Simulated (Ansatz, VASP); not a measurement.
# Two plane-wave programs on GaMo

POSCAR

```
GaMo
1.0
    2.8711388618      0.0000000000      0.0000000000
   -1.4355694309      2.4864791921      0.0000000000
    0.0000000000      0.0000000000      4.3762735460
Ga Mo
1 1
Direct
    0.3333333333      0.6666666667      0.0000000000
    0.0000000000      0.0000000000      0.5000000000
```

File INCAR.step1:

```
  PREC = Accurate
  ENCUT = 520
  ISMEAR = 0
  SIGMA = 0.1
  LREAL = False
  LASPH = True
  NELM = 100
  NBANDS = 20
  GGA = PE
  ALGO = Normal
  EDIFF = 1E-4
  LWAVE = True
  LCHARG = False
```

Contents of INCAR.step2:

```
  PREC = Accurate
  ENCUT = 520
  EDIFF = 1E-7
  ISMEAR = 0
  SIGMA = 0.1
  LREAL = False
  LASPH = True
  NELM = 100
  ALGO = Normal
  ISIF = 2
  LWAVE = False
  LCHARG = False
  METAGGA = R2SCAN
  LMIXTAU = True
  NBANDS = 20
  ISTART = 1
```

KPOINTS

```
regular mesh
0
Gamma
  18 18 10
```

Input for Ansatz:

```yaml
crystal:
  lattice:
    - [2.8711388618, 0.0, 0.0]
    - [-1.4355694309, 2.4864791921, 0.0]
    - [0.0, 0.0, 4.376273546]
  atoms:
    - { symbol: Ga, position: [0.3333333333, 0.6666666667, 0.0] }
    - { symbol: Mo, position: [0.0, 0.0, 0.5] }
basis:
  ecutwfc: 500
kpoints:
  mp_grid: { grid: [18, 18, 10] }
hamiltonian:
  xc: r2scan
scf:
  occupations: { method: gaussian, width: 0.1 }
output:
  forces: true
  stress: true
  eigenvalues: true
```

Alike in both runs: task single point; functional r2SCAN; k mesh 18 × 18 × 10; occupations gaussian, width 0.1 eV; no spin polarisation.

|  | VASP | Ansatz |
| --- | --- | --- |
| version | VASP 6.6.1 | Ansatz 0.2.0 |
| potentials or method | VASP PAW PBE potentials, release 64 (Ga_d, Mo_sv), cutoff 520 eV | scalar-relativistic, plane waves, PAW |
| valence electrons in the cell | 27 | 27 |

Ansatz gave:

| Item | Value |
| --- | --- |
| gap on the k mesh at the Fermi level (eV) | none |
| pressure (GPa) | -3.5 |
| traceless stress, the component that is largest in VASP (GPa) | 0.24 |

**Question.** What did VASP give for the same quantities?

**Answer.** gap on the k mesh at the Fermi level (eV): none; pressure (GPa): -3.1; traceless stress, the component that is largest in VASP (GPa): 0.25.

VASP's potentials were made for PBE, not for r2SCAN. A gap of «none» marks a metal or a gap that the smearing closes.
